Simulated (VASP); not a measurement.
# Hg (R-3m) in VASP: notebook

The runs below take Hg through single point, relaxation of cell and atoms, with r2SCAN.

All numbers are computed with VASP 6.6.1; they aren't measurements. Logs are shortened: lines on timing, memory, paths and dates and some standing lists are left out, and cuts for length are marked.

**1. The cell of the first run**

Symmetry: R-3m, No. 166, trigonal system. The conventional cell has a = 3.756 Å, b = 3.756 Å, c = 6.464 Å, α = 90.00°, β = 90.00°, γ = 120.00°. Within 4.0 Å of Hg (site symmetry -3m) lie 12 Hg at 3.06 to 3.76 Å.

**2. Single point, r2SCAN**

Input file POSCAR:

```
Hg
1.0
    1.8778599936      1.0841829728      2.1547276236
   -1.8778599936      1.0841829728      2.1547276236
    0.0000000000     -2.1683659456      2.1547276235
Hg
1
Direct
    0.0000000000      0.0000000000      0.0000000000
```

Input file INCAR.step1:

```
SYSTEM = Hg
ALGO     = Normal         ! electronic algorithm
EDIFF    = 1E-4           ! SCF threshold, eV
ENCUT    = 520            ! plane-wave cutoff, eV
GGA      = PE             ! functional
ISMEAR   = -1             ! smearing method
LASPH    = .TRUE.         ! aspherical terms in the spheres
LCHARG   = .FALSE.        ! write CHGCAR
LREAL    = .FALSE.        ! projectors in reciprocal space
LWAVE    = .TRUE.         ! write WAVECAR
NBANDS   = 12             ! bands
NELM     = 60             ! most SCF steps
PREC     = Accurate       ! precision mode
SIGMA    = 0.2            ! smearing width, eV
```

Input file INCAR.step2:

```
SYSTEM = Hg
ALGO     = Normal         ! electronic algorithm
EDIFF    = 1E-6           ! SCF threshold, eV
ENCUT    = 520            ! plane-wave cutoff, eV
ISIF     = 2              ! what is computed and relaxed
ISMEAR   = -1             ! smearing method
ISTART   = 1            
LASPH    = .TRUE.         ! aspherical terms in the spheres
LCHARG   = .FALSE.        ! write CHGCAR
LMIXTAU  = .TRUE.       
LREAL    = .FALSE.        ! projectors in reciprocal space
LWAVE    = .FALSE.        ! write WAVECAR
METAGGA  = R2SCAN         ! meta-GGA
NBANDS   = 12             ! bands
NELM     = 60             ! most SCF steps
PREC     = Accurate       ! precision mode
SIGMA    = 0.2            ! smearing width, eV
```

Input file KPOINTS:

```
k-points
0
G
  11 11 11
  0 0 0
```

Potentials or basis: VASP PAW PBE potentials, release 64 (Hg).

Launch:

```console
> cat potpaw_PBE.64/Hg/POTCAR > POTCAR
> cp INCAR.step1 INCAR
> mpirun -np 1 vasp_std > vasp.out
> cp INCAR.step2 INCAR
> mpirun -np 1 vasp_std > vasp.out
```

OUTCAR:

```text
SYSTEM = Hg
   EDIFF = 1E-6
   ENCUT = 520
   ISIF = 2
   ISMEAR = -1
   ISTART = 1
   LASPH = .TRUE.
   LREAL = .FALSE.
   METAGGA = R2SCAN
   NELM = 60
   PREC = Accurate

 ion  position               nearest neighbor table
   1  0.000  0.000  0.000-

  LATTYP: Found a trigonal (rhomboedric) cell.
 ALAT       =     3.0569039903
 COS(alpha) =     0.2452679073

  Lattice vectors:

 A1 = (   1.8778599936,   1.0841829728,   2.1547276236)
 A2 = (  -1.8778599936,   1.0841829728,   2.1547276236)
 A3 = (   0.0000000000,  -2.1683659456,   2.1547276235)

Analysis of symmetry for initial positions (statically):
=====================================================================
 Subroutine PRICEL returns:
 Original cell was already a primitive cell.

 Routine SETGRP: Setting up the symmetry group for a
 trigonal (rhombohedral) supercell.

 Subroutine GETGRP returns: Found 12 space group operations
 (whereof 12 operations were pure point group operations)
 out of a pool of 12 trial point group operations.

The static configuration has the point symmetry D_3d.

Analysis of symmetry for dynamics (positions and initial velocities):
=====================================================================
 Subroutine PRICEL returns:
 Original cell was already a primitive cell.

 Routine SETGRP: Setting up the symmetry group for a
 trigonal (rhombohedral) supercell.

 Subroutine GETGRP returns: Found 12 space group operations
 (whereof 12 operations were pure point group operations)
 out of a pool of 12 trial point group operations.

The dynamic configuration has the point symmetry D_3d.

 Subroutine INISYM returns: Found 12 space group operations
 (whereof 12 operations are pure point group operations),
 and found     1 'primitive' translations

----------------------------------------------------------------------------------------

                                     Primitive cell

  volume of cell :      26.3214

  direct lattice vectors                    reciprocal lattice vectors
     1.877859994  1.084182973  2.154727624     0.266260532  0.153725590  0.154698594
    -1.877859994  1.084182973  2.154727624    -0.266260532  0.153725590  0.154698594
     0.000000000 -2.168365946  2.154727623     0.000000000 -0.307451179  0.154698594

  length of vectors
     3.056903990  3.056903990  3.056903990     0.344177109  0.344177109  0.344177109

  position of ions in fractional coordinates (direct lattice)
     0.000000000  0.000000000  0.000000000

  ion indices of the primitive-cell ions
   primitive index   ion index
                 1           1

----------------------------------------------------------------------------------------

 KPOINTS: k-points

Automatic generation of k-mesh.
 Grid dimensions read from file:
 generate k-points for:   11   11   11

 Generating k-lattice:

  Cartesian coordinates                     Fractional coordinates (reciprocal lattice)
     0.024205503  0.013975054  0.014063509     0.090909091  0.000000000  0.000000000
    -0.024205503  0.013975054  0.014063509     0.000000000  0.090909091  0.000000000
     0.000000000 -0.027950107  0.014063509     0.000000000  0.000000000  0.090909091

  Length of vectors
     0.031288828  0.031288828  0.031288828

  Shift w.r.t. Gamma in fractional coordinates (k-lattice)
     0.000000000  0.000000000  0.000000000

 Subroutine IBZKPT returns following result:
 ===========================================

 Found    146 irreducible k-points:

 Following reciprocal coordinates:
            Coordinates               Weight
  0.000000  0.000000  0.000000      1.000000
  0.090909 -0.000000 -0.000000      6.000000
  0.181818 -0.000000 -0.000000      6.000000
  0.272727 -0.000000 -0.000000      6.000000
  0.363636 -0.000000 -0.000000      6.000000
  0.454545 -0.000000 -0.000000      6.000000
[... 16 lines left out ...]
 -0.272727  0.181818  0.000000     12.000000
 -0.181818  0.181818  0.000000      6.000000
 [... further k-points ...]
   k-points           NKPTS =    146   k-points in BZ     NKDIM =    146   number of bands    NBANDS=     12
   number of dos      NEDOS =    301   number of ions     NIONS =      1
   total plane-waves  NPLWV =  13824
   dimension x,y,z NGX =    24 NGY =   24 NGZ =   24
   dimension x,y,z NGXF=    48 NGYF=   48 NGZF=   48
   ions per type =               1
   NGX,Y,Z   is equivalent  to a cutoff of  13.05, 13.05, 13.05 a.u.
   NGXF,Y,Z  is equivalent  to a cutoff of  26.10, 26.10, 26.10 a.u.
 SYSTEM =  Hg
   PREC   = accura    normal or accurate (medium, high low for compatibility)
   ISTART =      1    job   : 0-new  1-cont  2-samecut
   ICHARG =      0    charge: 1-file 2-atom 10-const
   ISPIN  =      1    spin polarized calculation?
   LNONCOLLINEAR =      F non collinear calculations
   LSORBIT =      F    spin-orbit coupling
   LASPH  =      T    aspherical Exc in radial PAW
   ENCUT  =  520.0 eV  38.22 Ry    6.18 a.u.   5.68  5.68  5.68*2*pi/ulx,y,z
   NELM   =     60;   NELMIN=  2; NELMDL=  0     # of ELM steps
   EDIFF  = 0.1E-05   stopping-criterion for ELM
   LREAL  =      F    real-space projection
   EDIFFG = 0.1E-04   stopping-criterion for IOM
   NSW    =      0    number of steps for IOM
   IBRION =     -1    ionic relax: 0-MD 1-quasi-New 2-CG
   NFREE  =      0    steps in history (QN), initial steepest desc. (CG)
   ISIF   =      2    stress and relaxation
   ISYM   =      2    0-nonsym 1-usesym 2-fastsym
   POTIM  = 0.5000    time-step for ionic-motion
   TEBEG  =    0.0;   TEEND  =   0.0 temperature during run
   PSTRESS=    0.0 pullay stress
   NELECT =      12.0000    total number of electrons
   NUPDOWN=      -1.0000    fix difference up-down
   EMIN   =  10.00;   EMAX   =-10.00  energy-range for DOS
   EFERMI =   0.00;   METHOD = LEGACY
   ISMEAR =    -1;   SIGMA  =   0.20  broadening in eV -4-tet -1-fermi 0-gaus
   EFERMI_NEDOS =   21; number of points for ismear=-14 and -15
   IALGO  =     38    algorithm
   IMIX   =      4    mixing-type and parameters
     AMIX     =   0.40;   BMIX     =  1.00
     AMIX_MAG =   1.60;   BMIX_MAG =  1.00
  volume/ion in A,a.u.               =      26.32       177.63
  Fermi-wavevector in a.u.,A,eV,Ry     =   1.259985  2.381027 21.600101  1.587563
  Thomas-Fermi vector in A             =   2.393518
   LORBIT       =      0    0 simple, 1 ext, 2 COOP (PROOUT), +10 PAW based schemes
   METAGGA = R2SCAN    functional components
   LHFCALC =     F    Hartree Fock is set to
   AEXX    =    0.0000 exact exchange contribution
   IVDW    =     0    specifies the selected vdW correction
   LEPSILON=     F    determine dielectric tensor
   LRPA    =     F    only Hartree local field effects (RPA)
 non-spin polarized calculation
  energy-cutoff  :      520.00
  volume of cell :       26.32
 maximum number of plane-waves:       720
   NGX = 11   NGY = 11   NGZ = 11

 number of electron      12.0000003 magnetization

 Free energy of the ion-electron system (eV)
  ---------------------------------------------------
  ext. energy  EPLUGINS =         0.00000000
  ---------------------------------------------------
  free energy    TOTEN  =       -49.36850507 eV

  energy without entropy =      -49.33158934  energy(sigma->0) =      -49.35004721

 E-fermi :   1.9495     XC(G=0): -10.8088

 val. band max:        1.9282912694   @ k =  -0.4545   0.1818   0.1818
 cond. band min:       1.9689513753   @ k =  -0.1818   0.4545   0.0909
 fundamental gap:      0.0406601060
 Fermi energy:         1.9494599585

 k-point     1 :       0.0000    0.0000    0.0000
  band No.  band energies     occupation
      1      -6.7482      2.00000
      2      -6.1063      2.00000
      3      -6.1063      2.00000
      4      -4.5204      2.00000
      5      -4.5202      2.00000
      6      -4.5202      2.00000
      7      13.3297      0.00000
      8      13.3297      0.00000
      9      13.5534      0.00000
     10      17.4608      0.00000
     11      18.9717      0.00000
     12      18.9717      0.00000

 k-point     2 :       0.0909   -0.0000   -0.0000
  band No.  band energies     occupation
      1      -6.5920      2.00000
      2      -6.0963      2.00000
      3      -6.0227      2.00000
      4      -4.5549      2.00000
      5      -4.5386      2.00000
      6      -4.5217      2.00000
      7      11.6687      0.00000
      8      13.4693      0.00000
      9      13.6321      0.00000
     10      18.0648      0.00000
     11      18.9766      0.00000
     12      20.3019      0.00000

 k-point     3 :       0.1818   -0.0000   -0.0000
  band No.  band energies     occupation
      1      -6.3321      2.00000
      2      -6.0737      2.00000
      3      -5.5862      2.00000
      4      -4.6405      2.00000
      5      -4.5728      2.00000
      6      -4.5242      2.00000
      7       8.8574      0.00000
      8      13.8186      0.00000
      9      13.9211      0.00000
     10      18.5941      0.00000
     11      19.0261      0.00000
     12      22.0207      0.00000
[... 286 lines left out ...]
 k-point    23 :      -0.2727    0.1818    0.0000
  band No.  band energies     occupation
      1      -6.0687      2.00000
      2      -5.6619      2.00000
      3      -5.0422      2.00000
      4      -4.6849      2.00000
      5      -4.6398      2.00000
      6      -3.4567      2.00000
      7       5.7074      0.00000
      8       8.8004      0.00000
      9      15.8727      0.00000
     10      18.5554      0.00000
     11      19.3243      0.00000
     12      21.0227      0.00000

 k-point    24 :      -0.1818    0.1818    0.0000
  band No.  band energies     occupation
      1      -6.0934      2.00000
      2      -5.7458      2.00000
      3      -5.3179      2.00000
      4      -4.6505      2.00000
      5      -4.6439      2.00000
      6      -4.2011      2.00000
      7       7.9869      0.00000
      8       8.9616      0.00000
      9      15.3686      0.00000
     10      18.3154      0.00000
     11      20.2680      0.00000
     12      21.2341      0.00000

 [... further k-points ...]

------------------------ aborting loop because EDIFF is reached ----------------------------------------

  FORCE on cell =-STRESS in cart. coord.  units (eV):
  Direction    XX          YY          ZZ          XY          YZ          ZX
  --------------------------------------------------------------------------------------
  -------------------------------------------------------------------------------------
  Total        0.0652569      0.0652569      0.0508990      0.0000000      0.0000000      0.0000000
  in kB        3.9721694      3.9721694      3.0982066      0.0000000      0.0000000      0.0000000
  external PRESSURE =       3.6808485 kB  Pullay stress =       0.0000000 kB

 VOLUME and BASIS-vectors are now :
 -----------------------------------------------------------------------------
  energy-cutoff  :      520.00
  volume of cell :       26.32
      direct lattice vectors                 reciprocal lattice vectors
     1.877859994  1.084182973  2.154727624     0.266260532  0.153725590  0.154698594
    -1.877859994  1.084182973  2.154727624    -0.266260532  0.153725590  0.154698594
     0.000000000 -2.168365946  2.154727623     0.000000000 -0.307451179  0.154698594

 POSITION                                       TOTAL-FORCE (eV/Angst)
 -----------------------------------------------------------------------------------
      0.00000      0.00000      0.00000         0.000000      0.000000      0.000000
 -----------------------------------------------------------------------------------
    total drift:                                0.000000     -0.000000      0.000000

  FREE ENERGIE OF THE ION-ELECTRON SYSTEM (eV)
  ---------------------------------------------------
  free  energy   TOTEN  =       -49.3685050688 eV

  energy  without entropy=      -49.3315893416  energy(sigma->0) =      -49.35004721
```

Run time: 52 s. Hardware: 1 thread of AMD EPYC 9R45 (Zen 5), shared host; peak memory 0.14 GiB.

Results:

- Free energy: -49.3685 eV
- Pressure: 0.4 GPa
- Band gap on the k mesh: zero (bands 6 and 7 overlap by 2.63 eV)

Stress tensor (GPa, compression positive):
```
0.40 0.00 0.00
0.00 0.40 0.00
0.00 0.00 0.31
```

Caveat: the PAW data sets were made with another functional, which shifts forces and pressure a little; spin-orbit coupling is left out, which moves the levels of the heavy elements.

**3. Single point, r2SCAN**

POSCAR is that of step 2.

Input file INCAR.step1:

```
PREC = Accurate ; ENCUT = 520
ISMEAR = -1 ; SIGMA = 0.3
LREAL = F ; LASPH = T
NELM = 80 ; NBANDS = 12
GGA = PE ; ALGO = Normal
EDIFF = 1E-4 ; LWAVE = T
LCHARG = F
```

Input file INCAR.step2:

```
PREC = Accurate ; ENCUT = 520
EDIFF = 1E-6 ; ISMEAR = -1
SIGMA = 0.3 ; LREAL = F
LASPH = T ; NELM = 80
ALGO = Normal ; ISIF = 2
LWAVE = F ; LCHARG = F
METAGGA = R2SCAN ; LMIXTAU = T
NBANDS = 12 ; ISTART = 1
```

Input file KPOINTS:

```
regular mesh
0
Gamma
  11 11 11
```

Potentials or basis: VASP PAW PBE potentials, release 64 (Hg).

Launch:

```console
> cat potpaw_PBE.64/Hg/POTCAR > POTCAR
> cp INCAR.step1 INCAR
> mpirun -np 1 vasp_std > vasp.out
> cp INCAR.step2 INCAR
> mpirun -np 1 vasp_std > vasp.out
```

It took 52 s on 1 thread of AMD EPYC 9R45 (Zen 5), shared host; peak memory 0.14 GiB.

Results (log left out):

| Item | Value |
| --- | --- |
| Free energy | -49.3919 eV |
| Pressure | 0.4 GPa |
| Band gap on the k mesh | zero (bands 6 and 7 overlap by 2.63 eV) |

Stress tensor (GPa, compression positive):
```
0.43 0.00 0.00
0.00 0.43 0.00
0.00 0.00 0.23
```

Levels at points of the mesh, in eV from the Fermi level:
```
           k point  band 2  band 3  band 4  band 5  band 6  band 7  band 8  band 9  band 10  band 11
(0.00, 0.00, 0.00)   -8.06   -8.06   -6.47   -6.47   -6.47   11.38   11.38   11.60    15.51    17.02
```

Caveat: so wide a smearing shifts energies and pressures; the PAW data sets were made with another functional, which shifts forces and pressure a little; spin-orbit coupling is left out, which moves the levels of the heavy elements.

**4. Single point, r2SCAN**

Input file POSCAR:

```
Hg
1.0
    1.8778598896      1.0841829127      2.1547278701
   -1.8778598896      1.0841829127      2.1547278701
    0.0000000000     -2.1683658255      2.1547278701
Hg
1
Direct
    0.0000000000      0.0000000000      0.0000000000
```

Input file INCAR.step1:

```
PREC = Accurate
ENCUT = 520
ISMEAR = -1
SIGMA = 0.1
LREAL = False
LASPH = True
NELM = 80
NBANDS = 12
GGA = PE
ALGO = Normal
EDIFF = 1E-4
LWAVE = True
LCHARG = False
```

Input file INCAR.step2:

```
PREC = Accurate
ENCUT = 520
EDIFF = 1E-7
ISMEAR = -1
SIGMA = 0.1
LREAL = False
LASPH = True
NELM = 80
ALGO = Normal
ISIF = 2
LWAVE = False
LCHARG = False
METAGGA = R2SCAN
LMIXTAU = True
NBANDS = 12
ISTART = 1
```

Input file KPOINTS:

```
Automatic mesh
0
Gamma
  11 11 11
```

Launch:

```console
> cat potpaw_PBE.64/Hg/POTCAR > POTCAR
> cp INCAR.step1 INCAR
> mpirun -np 1 vasp_std > vasp.out
> cp INCAR.step2 INCAR
> mpirun -np 1 vasp_std > vasp.out
```

Run time: 34 s. Hardware: 1 thread of Intel Xeon 6975P-C (Granite Rapids), shared host; peak memory 0.17 GiB.

Results (log left out):

```yaml
Free_energy: -49.3548 eV
Pressure: 0.4 GPa
Band_gap_on_the_k_mesh: zero (bands 6 and 7 overlap by 2.63 eV)
```

Stress tensor (GPa, compression positive):
```
0.33 0.00 0.00
0.00 0.33 0.00
0.00 0.00 0.50
```

Levels at points of the mesh, in eV from the Fermi level:
```
           k point  band 3  band 4  band 5  band 6  band 7  band 8  band 9  band 10
(0.00, 0.00, 0.00)   -8.05   -6.46   -6.46   -6.46   11.38   11.38   11.61    15.51
```

Caveat: the PAW data sets were made with another functional, which shifts forces and pressure a little; spin-orbit coupling is left out, which moves the levels of the heavy elements.

(Continued in part 2 of 2.)
